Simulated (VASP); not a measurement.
# BeS (P4_32_12) in VASP: single point with PBE

Aim: the single point of BeS with PBE.

All numbers are computed with VASP 6.6.1; they aren't measurements. Logs are shortened: lines on timing, memory, paths and dates and some standing lists are left out, and cuts for length are marked.

## (1) The cell of the first run

It takes space group P4_32_12 (No. 96, tetragonal). Conventional cell: a = 4.124 Å, b = 4.124 Å, c = 12.462 Å, α = 90.00°, β = 90.00°, γ = 90.00°. Within 2.5 Å of Be (site symmetry 1) lie 3 S at 1.85 to 1.87 Å. S (site symmetry 1) has 3 Be at 1.85 to 1.87 Å within 2.5 Å.

## (2) Single point, PBE

Contents of INCAR:

```
  PREC = Accurate
  ENCUT = 520
  EDIFF = 1E-6
  ISMEAR = 0
  SIGMA = 0.1
  LREAL = Auto
  LASPH = T
  NELM = 80
  ALGO = Normal
  ISIF = 2
  LWAVE = F
  LCHARG = F
  GGA = PE
  NBANDS = 46
```

Contents of KPOINTS:

```
Automatic mesh
0
Gamma
  4 4 2
```

Contents of POSCAR:

```
BeS
1.0
    4.1242210700      0.0000000000      0.0000000000
    0.0000000000      4.1242210700      0.0000000000
    0.0000000000      0.0000000000     12.4616784300
Be S
8 8
Direct
    0.4320251100      0.8838957300      0.9385768200
    0.3838957300      0.0679748900      0.1885768200
    0.0679748900      0.3838957300      0.8114231800
    0.8838957300      0.4320251100      0.0614231800
    0.5679748900      0.1161042700      0.4385768200
    0.6161042700      0.9320251100      0.6885768200
    0.9320251100      0.6161042700      0.3114231800
    0.1161042700      0.5679748900      0.5614231800
    0.0679748900      0.6161042700      0.9385768200
    0.1161042700      0.4320251100      0.1885768200
    0.4320251100      0.1161042700      0.8114231800
    0.6161042700      0.0679748900      0.0614231800
    0.9320251100      0.3838957300      0.4385768200
    0.8838957300      0.5679748900      0.6885768200
    0.5679748900      0.8838957300      0.3114231800
    0.3838957300      0.9320251100      0.5614231800
```

Potentials or basis: VASP PAW PBE potentials, release 64 (Be, S).

Launch:

```console
$ cat potpaw_PBE.64/Be/POTCAR potpaw_PBE.64/S/POTCAR > POTCAR
$ mpirun -np 1 vasp_std > vasp.out
```

OUTCAR:

```text
PREC = Accurate
   ENCUT = 520
   EDIFF = 1E-6
   ISMEAR = 0
   LREAL = Auto
   LASPH = T
   NELM = 80
   ISIF = 2
   GGA = PE

 ion  position               nearest neighbor table
   1  0.432  0.884  0.939-  11 1.85   9 1.86  12 1.87
   2  0.384  0.068  0.189-  12 1.85  10 1.86  15 1.87
   3  0.068  0.384  0.811-   9 1.85  11 1.86  14 1.87
   4  0.884  0.432  0.061-  10 1.85  12 1.86   9 1.87
   5  0.568  0.116  0.439-  15 1.85  13 1.86  16 1.87
   6  0.616  0.932  0.689-  16 1.85  14 1.86  11 1.87
[... 8 lines left out ...]
  15  0.568  0.884  0.311-   5 1.85   7 1.86   2 1.87
  16  0.384  0.932  0.561-   6 1.85   8 1.86   5 1.87

  LATTYP: Found a simple tetragonal cell.
 ALAT       =     4.1242210700
 C/A-ratio  =     3.0215835229

  Lattice vectors:

 A1 = (   4.1242210700,   0.0000000000,   0.0000000000)
 A2 = (   0.0000000000,   4.1242210700,   0.0000000000)
 A3 = (   0.0000000000,   0.0000000000,  12.4616784300)

Analysis of symmetry for initial positions (statically):
=====================================================================
 Subroutine PRICEL returns:
 Original cell was already a primitive cell.

 Routine SETGRP: Setting up the symmetry group for a
 simple tetragonal supercell.

 Subroutine GETGRP returns: Found  8 space group operations
 (whereof  2 operations were pure point group operations)
 out of a pool of 16 trial point group operations.

The static configuration has the point symmetry C_2 .
 The point group associated with its full space group is D_4 .

Analysis of symmetry for dynamics (positions and initial velocities):
=====================================================================
 Subroutine PRICEL returns:
 Original cell was already a primitive cell.

 Routine SETGRP: Setting up the symmetry group for a
 simple tetragonal supercell.

 Subroutine GETGRP returns: Found  8 space group operations
 (whereof  2 operations were pure point group operations)
 out of a pool of 16 trial point group operations.

The dynamic configuration has the point symmetry C_2 .
 The point group associated with its full space group is D_4 .

[... 111 lines left out ...]
   ENCUT  =  520.0 eV  38.22 Ry    6.18 a.u.   7.67  7.67 23.17*2*pi/ulx,y,z
   NELM   =     80;   NELMIN=  2; NELMDL= -5     # of ELM steps
   EDIFF  = 0.1E-05   stopping-criterion for ELM
   LREAL  =      T    real-space projection
   EDIFFG = 0.1E-04   stopping-criterion for IOM
   NSW    =      0    number of steps for IOM
   IBRION =     -1    ionic relax: 0-MD 1-quasi-New 2-CG
   NFREE  =      0    steps in history (QN), initial steepest desc. (CG)
   ISIF   =      2    stress and relaxation
   ISYM   =      2    0-nonsym 1-usesym 2-fastsym
   POTIM  = 0.5000    time-step for ionic-motion
   TEBEG  =    0.0;   TEEND  =   0.0 temperature during run
   PSTRESS=    0.0 pullay stress
   NELECT =      64.0000    total number of electrons
   NUPDOWN=      -1.0000    fix difference up-down
   EMIN   =  10.00;   EMAX   =-10.00  energy-range for DOS
   EFERMI =   0.00;   METHOD = LEGACY
   ISMEAR =     0;   SIGMA  =   0.10  broadening in eV -4-tet -1-fermi 0-gaus
   EFERMI_NEDOS =   21; number of points for ismear=-14 and -15
   IALGO  =     38    algorithm
   IMIX   =      4    mixing-type and parameters
     AMIX     =   0.40;   BMIX     =  1.00
     AMIX_MAG =   1.60;   BMIX_MAG =  1.00
  volume/ion in A,a.u.               =      13.25        89.40
  Fermi-wavevector in a.u.,A,eV,Ry     =   1.098284  2.075456 16.411727  1.206228
  Thomas-Fermi vector in A             =   2.234659
   LORBIT       =      0    0 simple, 1 ext, 2 COOP (PROOUT), +10 PAW based schemes
   GGA     = PE    functional components
   LHFCALC =     F    Hartree Fock is set to
   AEXX    =    0.0000 exact exchange contribution
   IVDW    =     0    specifies the selected vdW correction
   LEPSILON=     F    determine dielectric tensor
   LRPA    =     F    only Hartree local field effects (RPA)
 non-spin polarized calculation
 Gauss-broadening in eV      SIGMA  =   0.10
  energy-cutoff  :      520.00
  volume of cell :      211.96
 maximum number of plane-waves:      5740
 NGX is ok and might be reduce to    32
   NGX = 15   NGY = 15   NGZ = 47

 number of electron      64.0000003 magnetization

 Free energy of the ion-electron system (eV)
  ---------------------------------------------------
  ext. energy  EPLUGINS =         0.00000000
  ---------------------------------------------------
  free energy    TOTEN  =       -68.99133868 eV

  energy without entropy =      -68.99133865  energy(sigma->0) =      -68.99133866

 E-fermi :   5.6232     XC(G=0):  -9.9231

 val. band max:        5.2740967953   @ k =   0.5000   0.5000   0.0000
 cond. band min:       5.9627106207   @ k =   0.0000   0.0000   0.0000
 fundamental gap:      0.6886138255
 Fermi energy:         5.6232384136

 k-point     1 :       0.0000    0.0000    0.0000
  band No.  band energies     occupation
      1      -9.5008      2.00000
      2      -8.9390      2.00000
      3      -8.9390      2.00000
      4      -7.7403      2.00000
      5      -7.4630      2.00000
      6      -6.7543      2.00000
[... 553 lines left out ...]
     43      11.9623      0.00000
     44      11.9623      0.00000
 [bands above 44 left out]

------------------------ aborting loop because EDIFF is reached ----------------------------------------

  FORCE on cell =-STRESS in cart. coord.  units (eV):
  Direction    XX          YY          ZZ          XY          YZ          ZX
  --------------------------------------------------------------------------------------
  -------------------------------------------------------------------------------------
  Total       32.8451145     32.8451145     62.4084755      0.0000000      0.0000000     -0.0000000
  in kB      248.2681161    248.2681161    471.7302674      0.0000000      0.0000000     -0.0000000
  external PRESSURE =     322.7554999 kB  Pullay stress =       0.0000000 kB

 VOLUME and BASIS-vectors are now :
 -----------------------------------------------------------------------------
  energy-cutoff  :      520.00
  volume of cell :      211.96
      direct lattice vectors                 reciprocal lattice vectors
     4.124221070  0.000000000  0.000000000     0.242470028  0.000000000  0.000000000
     0.000000000  4.124221070  0.000000000     0.000000000  0.242470028  0.000000000
     0.000000000  0.000000000 12.461678430     0.000000000  0.000000000  0.080246012

 POSITION                                       TOTAL-FORCE (eV/Angst)
 -----------------------------------------------------------------------------------
      1.78177      3.64538     11.69624         0.536395     -0.412281      0.383961
      1.58327      0.28034      2.34998        -0.412281     -0.536395      0.383961
      0.28034      1.58327     10.11169        -0.536395     -0.412281     -0.383961
      3.64538      1.78177      0.76544        -0.412281      0.536395     -0.383961
      2.34245      0.47884      5.46540        -0.536395      0.412281      0.383961
      2.54095      3.84388      8.58082         0.412281      0.536395      0.383961
[... 8 lines left out ...]
      2.34245      3.64538      3.88086        -1.368928     -0.175787     -0.545354
      1.58327      3.84388      6.99628        -0.175787      1.368928     -0.545354
 -----------------------------------------------------------------------------------
    total drift:                               -0.000000      0.000000      0.000000

  FREE ENERGIE OF THE ION-ELECTRON SYSTEM (eV)
  ---------------------------------------------------
  free  energy   TOTEN  =       -68.9913386822 eV

  energy  without entropy=      -68.9913386469  energy(sigma->0) =      -68.99133866
```

OSZICAR:

```text
N       E                     dE             d eps       ncg     rms          rms(c)
DAV:   1     0.305175411683E+03    0.30518E+03   -0.27803E+04  1104   0.122E+03
DAV:   2    -0.437277497037E+02   -0.34890E+03   -0.32657E+03  1376   0.228E+02
DAV:   3    -0.723175357283E+02   -0.28590E+02   -0.28019E+02  1456   0.732E+01
DAV:   4    -0.729753434847E+02   -0.65781E+00   -0.65489E+00  1400   0.125E+01
DAV:   5    -0.729914962814E+02   -0.16153E-01   -0.16140E-01  1424   0.189E+00    0.220E+01
DAV:   6    -0.698424873200E+02    0.31490E+01   -0.29130E+00  1296   0.617E+00    0.150E+01
DAV:   7    -0.690635890103E+02    0.77890E+00   -0.43530E+00  1330   0.775E+00    0.367E+00
DAV:   8    -0.690011335642E+02    0.62455E-01   -0.43219E-01  1276   0.264E+00    0.170E+00
DAV:   9    -0.689927167103E+02    0.84169E-02   -0.26357E-02  1376   0.649E-01    0.522E-01
DAV:  10    -0.689911575268E+02    0.15592E-02   -0.80411E-03  1276   0.323E-01    0.794E-02
DAV:  11    -0.689912725435E+02   -0.11502E-03   -0.71125E-04  1384   0.112E-01    0.109E-01
DAV:  12    -0.689912962534E+02   -0.23710E-04   -0.36240E-05  1368   0.250E-02    0.471E-02
DAV:  13    -0.689913414187E+02   -0.45165E-04   -0.73085E-05  1280   0.344E-02    0.375E-02
DAV:  14    -0.689913384766E+02    0.29422E-05   -0.96077E-06  1344   0.120E-02    0.126E-02
DAV:  15    -0.689913386822E+02   -0.20563E-06   -0.92337E-07   816   0.402E-03
   1 F= -.68991339E+02 E0= -.68991339E+02  d E =-.353512E-07
```

stdout:

```text
POSCAR found type information on POSCAR BeS
 POSCAR found :  2 types and      16 ions
 scaLAPACK will be used
 LDA part: xc-table for (Slater+PW92), standard interpolation
 POSCAR, INCAR and KPOINTS ok, starting setup
 FFT: planning ... GRIDC
 FFT: planning ... GRID_SOFT
 FFT: planning ... GRID
 WAVECAR not read
 entering main loop
```

Wall time 2.1 min (1 thread of Intel Xeon Platinum 8375C at 2.90GHz (Ice Lake), shared host); peak memory 0.32 GiB.

Results:

```yaml
Free_energy: -68.9913 eV
Pressure: 32.3 GPa
Largest_force: 1.484 eV/Å
Band_gap_on_the_k_mesh: 0.69 eV, indirect (least direct gap 1.02 eV)
```

Forces in eV/Å, atoms in the order of the input:
```
Be   0.536 -0.412  0.384
Be  -0.412 -0.536  0.384
Be  -0.536 -0.412 -0.384
Be  -0.412  0.536 -0.384
Be  -0.536  0.412  0.384
Be   0.412  0.536  0.384
Be   0.536  0.412 -0.384
Be   0.412 -0.536 -0.384
S   -1.369  0.176  0.545
S    0.176  1.369  0.545
S    1.369  0.176 -0.545
S    0.176 -1.369 -0.545
S    1.369 -0.176  0.545
S   -0.176 -1.369  0.545
S   -1.369 -0.176 -0.545
S   -0.176  1.369 -0.545
```

Levels at points of the mesh, in eV from the valence-band top:
| k point | band 30 | band 31 | band 32 | band 33 | band 34 | band 35 |
| --- | --- | --- | --- | --- | --- | --- |
| (0.00, 0.00, 0.00) | -0.54 | -0.54 | -0.33 | 0.69 | 1.71 | 1.71 |
| (0.50, 0.00, 0.00) | -1.25 | -0.60 | -0.60 | 2.37 | 2.37 | 3.25 |
| (0.50, 0.50, 0.00) | -0.91 | 0.00 | 0.00 | 5.11 | 5.11 | 5.28 |
| (0.00, 0.00, 0.50) | -0.61 | -0.45 | -0.45 | 1.04 | 1.04 | 2.46 |
| (0.50, 0.00, 0.50) | -0.96 | -0.95 | -0.95 | 2.40 | 2.40 | 3.29 |
| (0.50, 0.50, 0.50) | -0.35 | -0.35 | -0.35 | 5.15 | 5.15 | 5.15 |

Caveat: forces of over 1 eV/Å act on the atoms, so gaps and moduli don't describe the material at rest.
